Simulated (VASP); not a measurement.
# ZnO (P6_3mc) in VASP: dielectric tensor with r2SCAN

Aim: the dielectric tensor of ZnO with r2SCAN.

Program: VASP 6.6.1. These are calculated values, not measurements. Logs are shortened: lines on timing, memory, paths and dates and some standing lists are left out, and cuts for length are marked.

### 1 The cell of the first run

The structure is hexagonal, space group P6_3mc (No. 186). Conventional cell: a = 3.106 Å, b = 3.106 Å, c = 5.003 Å, α = 90.00°, β = 90.00°, γ = 120.00°. Within 2.5 Å of Zn (site symmetry 3m) lie 4 O at 1.89 to 1.90 Å. Within 2.5 Å of O (site symmetry 3m) lie 4 Zn at 1.89 to 1.90 Å.

### 2 Dielectric tensor, r2SCAN (strain -4.0%)

The input, INCAR:

```
PREC     = Accurate       # precision mode
ENCUT    = 520            # plane-wave cutoff, eV
EDIFF    = 1E-8           # SCF threshold, eV
ISMEAR   = 0              # smearing method
SIGMA    = 0.01           # smearing width, eV
LREAL    = False          # projectors in reciprocal space
LASPH    = True           # aspherical terms in the spheres
NELM     = 60             # most SCF steps
ALGO     = Normal         # electronic algorithm
ISIF     = 2              # what is computed and relaxed
LWAVE    = False          # write WAVECAR
LCHARG   = False          # write CHGCAR
METAGGA  = R2SCAN         # meta-GGA
LMIXTAU  = True         
LCALCEPS = True
```

The input, KPOINTS:

```
regular mesh
0
Gamma
  9 9 4
```

The input, POSCAR:

```
ZnO
1.0
    3.1059272322      0.0000000000      0.0000000000
   -1.5529636161      2.6898118854      0.0000000000
    0.0000000000      0.0000000000      5.0025137583
Zn O
2 2
Direct
    0.3333333333      0.6666666667     -0.0022842239
    0.6666666667      0.3333333333      0.4977157761
    0.3333333333      0.6666666667      0.3772842239
    0.6666666667      0.3333333333      0.8772842239
```

Potentials or basis: VASP PAW PBE potentials, release 64 (Zn, O).

The run is started by

```bash
$ cat potpaw_PBE.64/Zn/POTCAR potpaw_PBE.64/O/POTCAR > POTCAR
$ mpirun -np 1 vasp_std > vasp.out
```

OUTCAR:

```text
PREC = Accurate
   ENCUT = 520
   EDIFF = 1E-8
   ISMEAR = 0
   LREAL = False
   LASPH = True
   NELM = 60
   ISIF = 2
   METAGGA = R2SCAN

 ion  position               nearest neighbor table
   1  0.333  0.667  0.998-   4 1.89   4 1.89   4 1.89   3 1.90
   2  0.667  0.333  0.498-   3 1.89   3 1.89   3 1.89   4 1.90
   3  0.333  0.667  0.377-   2 1.89   2 1.89   2 1.89   1 1.90
   4  0.667  0.333  0.877-   1 1.89   1 1.89   1 1.89   2 1.90

  LATTYP: Found a hexagonal cell.
 ALAT       =     3.1059272322
 C/A-ratio  =     1.6106345656

  Lattice vectors:

 A1 = (   3.1059272322,   0.0000000000,   0.0000000000)
 A2 = (  -1.5529636161,   2.6898118854,   0.0000000000)
 A3 = (   0.0000000000,   0.0000000000,   5.0025137583)

Analysis of symmetry for initial positions (statically):
=====================================================================
 Subroutine PRICEL returns:
 Original cell was already a primitive cell.

 Routine SETGRP: Setting up the symmetry group for a
 hexagonal supercell.

 Subroutine GETGRP returns: Found 12 space group operations
 (whereof  6 operations were pure point group operations)
 out of a pool of 24 trial point group operations.

The static configuration has the point symmetry C_3v.
 The point group associated with its full space group is C_6v.

Analysis of symmetry for dynamics (positions and initial velocities):
=====================================================================
 Subroutine PRICEL returns:
 Original cell was already a primitive cell.

 Routine SETGRP: Setting up the symmetry group for a
 hexagonal supercell.

 Subroutine GETGRP returns: Found 12 space group operations
 (whereof  6 operations were pure point group operations)
 out of a pool of 24 trial point group operations.

The dynamic configuration has the point symmetry C_3v.
 The point group associated with its full space group is C_6v.

 Subroutine INISYM returns: Found 12 space group operations
 (whereof  6 operations are pure point group operations),
 and found     1 'primitive' translations

----------------------------------------------------------------------------------------

                                     Primitive cell

  volume of cell :      41.7928

  direct lattice vectors                    reciprocal lattice vectors
     3.105927232  0.000000000  0.000000000     0.321965045  0.185886605  0.000000000
    -1.552963616  2.689811885  0.000000000     0.000000000  0.371773210  0.000000000
     0.000000000  0.000000000  5.002513758     0.000000000  0.000000000  0.199899500

  length of vectors
     3.105927232  3.105927232  5.002513758     0.371773210  0.371773210  0.199899500

  position of ions in fractional coordinates (direct lattice)
     0.333333333  0.666666667  0.997715776
     0.666666667  0.333333333  0.497715776
     0.333333333  0.666666667  0.377284224
     0.666666667  0.333333333  0.877284224

  ion indices of the primitive-cell ions
   primitive index   ion index
                 1           1
                 2           2
                 3           3
                 4           4

----------------------------------------------------------------------------------------

 KPOINTS: regular mesh

Automatic generation of k-mesh.
 Grid dimensions read from file:
 generate k-points for:    9    9    4

 Generating k-lattice:

  Cartesian coordinates                     Fractional coordinates (reciprocal lattice)
     0.035773894  0.020654067  0.000000000     0.111111111 -0.000000000  0.000000000
     0.000000000  0.041308134  0.000000000     0.000000000  0.111111111  0.000000000
     0.000000000  0.000000000  0.049974875     0.000000000  0.000000000  0.250000000

  Length of vectors
     0.041308134  0.041308134  0.049974875

  Shift w.r.t. Gamma in fractional coordinates (k-lattice)
     0.000000000  0.000000000  0.000000000

 Subroutine IBZKPT returns following result:
 ===========================================

 Found     36 irreducible k-points:

 Following reciprocal coordinates:
            Coordinates               Weight
  0.000000  0.000000  0.000000      1.000000
  0.111111  0.000000  0.000000      6.000000
  0.222222 -0.000000  0.000000      6.000000
  0.333333  0.000000  0.000000      6.000000
  0.444444 -0.000000  0.000000      6.000000
  0.111111  0.111111  0.000000      6.000000
[... 16 lines left out ...]
  0.333333  0.222222  0.250000     24.000000
  0.333333  0.333333  0.250000      4.000000
 [... further k-points ...]
   k-points           NKPTS =     36   k-points in BZ     NKDIM =     36   number of bands    NBANDS=     22
   number of dos      NEDOS =    301   number of ions     NIONS =      4
   total plane-waves  NPLWV =  23040
   dimension x,y,z NGX =    24 NGY =   24 NGZ =   40
   dimension x,y,z NGXF=    48 NGYF=   48 NGZF=   80
   ions per type =               2   2
   NGX,Y,Z   is equivalent  to a cutoff of  12.85, 12.85, 13.29 a.u.
   NGXF,Y,Z  is equivalent  to a cutoff of  25.69, 25.69, 26.59 a.u.
 SYSTEM =  unknown system
   PREC   = accura    normal or accurate (medium, high low for compatibility)
   ISTART =      0    job   : 0-new  1-cont  2-samecut
   ICHARG =      2    charge: 1-file 2-atom 10-const
   ISPIN  =      1    spin polarized calculation?
   LNONCOLLINEAR =      F non collinear calculations
   LSORBIT =      F    spin-orbit coupling
   LASPH  =      T    aspherical Exc in radial PAW
   ENCUT  =  520.0 eV  38.22 Ry    6.18 a.u.   5.77  5.77  9.30*2*pi/ulx,y,z
   NELM   =     60;   NELMIN=  2; NELMDL= -5     # of ELM steps
   EDIFF  = 0.1E-07   stopping-criterion for ELM
   LREAL  =      F    real-space projection
   EDIFFG = 0.1E-06   stopping-criterion for IOM
   NSW    =      0    number of steps for IOM
   IBRION =     -1    ionic relax: 0-MD 1-quasi-New 2-CG
   NFREE  =      0    steps in history (QN), initial steepest desc. (CG)
   ISIF   =      2    stress and relaxation
   ISYM   =      2    0-nonsym 1-usesym 2-fastsym
   POTIM  = 0.5000    time-step for ionic-motion
   TEBEG  =    0.0;   TEEND  =   0.0 temperature during run
   PSTRESS=    0.0 pullay stress
   NELECT =      36.0000    total number of electrons
   NUPDOWN=      -1.0000    fix difference up-down
   EMIN   =  10.00;   EMAX   =-10.00  energy-range for DOS
   EFERMI =   0.00;   METHOD = LEGACY
   ISMEAR =     0;   SIGMA  =   0.01  broadening in eV -4-tet -1-fermi 0-gaus
   EFERMI_NEDOS =   21; number of points for ismear=-14 and -15
   IALGO  =     38    algorithm
   IMIX   =      4    mixing-type and parameters
     AMIX     =   0.40;   BMIX     =  1.00
     AMIX_MAG =   1.60;   BMIX_MAG =  1.00
  volume/ion in A,a.u.               =      10.45        70.51
  Fermi-wavevector in a.u.,A,eV,Ry     =   1.557669  2.943568 33.012260  2.426333
  Thomas-Fermi vector in A             =   2.661286
   LORBIT       =      0    0 simple, 1 ext, 2 COOP (PROOUT), +10 PAW based schemes
   METAGGA = R2SCAN    functional components
   LHFCALC =     F    Hartree Fock is set to
   AEXX    =    0.0000 exact exchange contribution
   IVDW    =     0    specifies the selected vdW correction
   LEPSILON=     F    determine dielectric tensor
   LRPA    =     F    only Hartree local field effects (RPA)
   LRPA       =     F
 non-spin polarized calculation
 Gauss-broadening in eV      SIGMA  =   0.01
  energy-cutoff  :      520.00
  volume of cell :       41.79
 maximum number of plane-waves:      1152
 NGX is ok and might be reduce to    24
   NGX = 11   NGY = 11   NGZ = 19

 Total electronic dipole moment: p[elc]=(     0.00000    -0.00000    -4.96239 ) |e| Angst

 number of electron      35.9999998 magnetization

 Free energy of the ion-electron system (eV)
  ---------------------------------------------------
  ext. energy  EPLUGINS =         0.00000000
  ---------------------------------------------------
  free energy    TOTEN  =       -35.85163250 eV

  energy without entropy =      -35.85163250  energy(sigma->0) =      -35.85163250

 E-fermi :   2.2170     XC(G=0): -12.4438

 val. band max:        2.1511200093   @ k =   0.0000   0.0000   0.0000
 cond. band min:   10000.0000000000   @ k =   0.0000   0.0000   0.0000
 fundamental gap:   9997.8488799907
 Fermi energy:         2.2169974249

 k-point     1 :       0.0000    0.0000    0.0000
  band No.  band energies     occupation
      1     -18.1189      2.00000
      2     -17.2219      2.00000
      3      -4.6906      2.00000
      4      -4.4476      2.00000
      5      -4.4475      2.00000
      6      -4.3716      2.00000
[... 14 lines left out ...]
     21   10000.0000      0.00000
     22   10000.0000      0.00000

 k-point     2 :       0.1111    0.0000    0.0000
  band No.  band energies     occupation
      1     -18.0356      2.00000
      2     -17.1848      2.00000
      3      -4.6095      2.00000
      4      -4.5132      2.00000
      5      -4.3981      2.00000
      6      -4.3230      2.00000
[... 14 lines left out ...]
     21   10000.0000      0.00000
     22   10000.0000      0.00000

 k-point     3 :       0.2222   -0.0000    0.0000
  band No.  band energies     occupation
      1     -17.8129      2.00000
      2     -17.0957      2.00000
      3      -4.7827      2.00000
      4      -4.3863      2.00000
      5      -4.2797      2.00000
      6      -4.2236      2.00000
[... 14 lines left out ...]
     21   10000.0000      0.00000
     22   10000.0000      0.00000
[... 476 lines left out ...]
 k-point    23 :       0.3333    0.2222    0.2500
  band No.  band energies     occupation
      1     -17.1587      2.00000
      2     -17.0184      2.00000
      3      -4.6745      2.00000
      4      -4.5532      2.00000
      5      -4.2019      2.00000
      6      -3.9900      2.00000
[... 14 lines left out ...]
     21   10000.0000      0.00000
     22   10000.0000      0.00000

 k-point    24 :       0.3333    0.3333    0.2500
  band No.  band energies     occupation
      1     -17.0557      2.00000
      2     -17.0557      2.00000
      3      -4.4726      2.00000
      4      -4.3454      2.00000
      5      -4.3454      2.00000
      6      -4.0214      2.00000
[... 14 lines left out ...]
     21   10000.0000      0.00000
     22   10000.0000      0.00000

 [... further k-points ...]

------------------------ aborting loop because EDIFF is reached ----------------------------------------

            Ionic dipole moment: p[ion]=(     0.00000     0.00000    37.38173 ) |e| Angst

 Total electronic dipole moment: p[elc]=(     0.00000     0.00000    -4.95525 ) |e| Angst

 MACROSCOPIC STATIC DIELECTRIC TENSOR (including local field effects)
 ------------------------------------------------------
           4.060403     0.000000    -0.000000
          -0.000000     4.060403     0.000000
           0.000000    -0.000000     4.089340
 ------------------------------------------------------

 PIEZOELECTRIC TENSOR (including local field effects) (e Angst)
          XX          YY          ZZ          XY          YZ          ZX
  --------------------------------------------------------------------------------
  x     0.00000     0.00000     0.00000     0.00000     0.00000     0.99752
  y     0.00000    -0.00000     0.00000    -0.00000     0.99763    -0.00000
  z     0.91757     0.91757    -1.87589     0.00000     0.00000     0.00000

 PIEZOELECTRIC TENSOR (including local field effects) (C/m^2)
          XX          YY          ZZ          XY          YZ          ZX
  --------------------------------------------------------------------------------
  x     0.00000     0.00000     0.00000     0.00000     0.00000     0.38241
  y     0.00000    -0.00000     0.00000    -0.00000     0.38245    -0.00000
  z     0.35176     0.35176    -0.71915     0.00000     0.00000     0.00000

 BORN EFFECTIVE CHARGES (including local field effects) (in |e|, cummulative output)
 ---------------------------------------------------------------------------------
 ion    1
    1     2.00689    -0.00000     0.00000
    2     0.00000     2.00689    -0.00000
    3     0.00000    -0.00000     2.06251
 ion    2
    1     2.00689    -0.00000     0.00000
    2     0.00000     2.00689     0.00000
    3    -0.00000     0.00000     2.06251
 ion    3
    1    -2.00689     0.00000     0.00000
    2     0.00000    -2.00689     0.00000
    3     0.00000     0.00000    -2.06251
 ion    4
    1    -2.00689     0.00000     0.00000
    2     0.00000    -2.00689     0.00000
    3    -0.00000     0.00000    -2.06251

  FORCE on cell =-STRESS in cart. coord.  units (eV):
  Direction    XX          YY          ZZ          XY          YZ          ZX
  --------------------------------------------------------------------------------------
  -------------------------------------------------------------------------------------
  Total        6.7825446      6.7825446      6.7473965      0.0000000      0.0000000      0.0000000
  in kB      260.0170127    260.0170127    258.6695692      0.0000000      0.0000000      0.0000000
  external PRESSURE =     259.5678648 kB  Pullay stress =       0.0000000 kB

 VOLUME and BASIS-vectors are now :
 -----------------------------------------------------------------------------
  energy-cutoff  :      520.00
  volume of cell :       41.79
      direct lattice vectors                 reciprocal lattice vectors
     3.105927232  0.000000000  0.000000000     0.321965045  0.185886605  0.000000000
    -1.552963616  2.689811885  0.000000000     0.000000000  0.371773210  0.000000000
     0.000000000  0.000000000  5.002513758     0.000000000  0.000000000  0.199899500

 POSITION                                       TOTAL-FORCE (eV/Angst)
 -----------------------------------------------------------------------------------
     -0.00000      1.79321      4.99109         0.000000     -0.000000     -0.019301
      1.55296      0.89660      2.48983        -0.000000      0.000000     -0.019301
     -0.00000      1.79321      1.88737         0.000000     -0.000000      0.019301
      1.55296      0.89660      4.38863         0.000000     -0.000000      0.019301
 -----------------------------------------------------------------------------------
    total drift:                                0.000000      0.000001     -0.114038

  FREE ENERGIE OF THE ION-ELECTRON SYSTEM (eV)
  ---------------------------------------------------
  free  energy   TOTEN  =       -35.8516325037 eV

  energy  without entropy=      -35.8516325037  energy(sigma->0) =      -35.85163250
```

Wall time 56 min (1 thread of AMD EPYC 9R45 (Zen 5), shared host); peak memory 0.63 GiB.

What came out:

```
Band gap on the k mesh                  : 1.42 eV
Electronic dielectric tensor (diagonal) : 4.06, 4.06, 4.09
Born charges (mean of the diagonal)     : Zn +2.03; O -2.03 e
```

Levels at points of the mesh, in eV from the valence-band top:
```
           k point  band 14  band 15  band 16  band 17  band 18  band 19  band 20  band 21  band 22
(0.00, 0.00, 0.00)    -0.97    -0.97    -0.14     0.00     0.00     1.42     6.34     9.27    14.36
(0.00, 0.00, 0.50)    -2.35    -0.48    -0.48    -0.48    -0.48     4.24     4.24    11.34    11.34
```

Electronic dielectric tensor:
```
4.06 0.00 0.00
0.00 4.06 0.00
0.00 0.00 4.09
```

Born effective charge tensors (e):
atom 1, Zn
```
2.01 0.00 0.00
0.00 2.01 0.00
0.00 0.00 2.06
```
atom 2, Zn
```
2.01 0.00 0.00
0.00 2.01 0.00
0.00 0.00 2.06
```
atom 3, O
```
-2.01  0.00  0.00
 0.00 -2.01  0.00
 0.00  0.00 -2.06
```
atom 4, O
```
-2.01  0.00  0.00
 0.00 -2.01  0.00
 0.00  0.00 -2.06
```

Dipole moments of the cell (e·Å, modulo the quantum): ionic 0.000, 0.000, 37.382; electronic 0.000, 0.000, -4.955

Caveat: the cell differs from its parent crystal (strain -4.0%); the PAW data sets were made with another functional, which shifts forces and pressure a little.
